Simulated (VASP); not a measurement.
A run of VASP 6.6.1 is set up as follows.

INCAR

```
SYSTEM = HfMg2C2
PREC = Accurate
ENCUT = 520
EDIFF = 1E-7
ISMEAR = 0
SIGMA = 0.1
LREAL = .False.
LASPH = .True.
NELM = 100
ALGO = Normal
ISIF = 2
LWAVE = .False.
LCHARG = .False.
GGA = PE
NBANDS = 19
```

Contents of KPOINTS:

```
regular mesh
0
Gamma
  6 6 2
  0 0 0
```

Contents of POSCAR:

```
HfMg2C2
1.0
    3.3712718774      0.0000000030      0.0000000000
   -1.6856359413      2.9196070874      0.0000000000
    0.0000000000      0.0000000000      7.6295435542
Mg Hf C
2 1 2
Direct
    0.3333333333      0.6666666667      0.8103268198
    0.6666666667      0.3333333333      0.1896731802
    0.0000000000      0.0000000000      0.5000000000
    0.3333333333      0.6666666667      0.3309353968
    0.6666666667      0.3333333333      0.6690646032
```

Potentials or basis: VASP PAW PBE potentials, release 64 (Mg, Hf_pv, C).

Command:

```bash
$ cat potpaw_PBE.64/Mg/POTCAR potpaw_PBE.64/Hf_pv/POTCAR potpaw_PBE.64/C/POTCAR > POTCAR
$ mpirun -np 1 vasp_std > vasp.out
```

(1) What does it give for the band gap on the k mesh?

(2) Estimate the pressure.

(3) Predict the largest force.

## Answers

(1) zero (band 11 reaches 4.65 eV, above the bottom of band 12 at 3.71 eV).

(2) -0.4 GPa.

(3) 0.030 eV/Å.

Caveat: the k points lie up to 0.41 Å⁻¹ apart; spin-orbit coupling is left out, which moves the levels of the heavy elements.
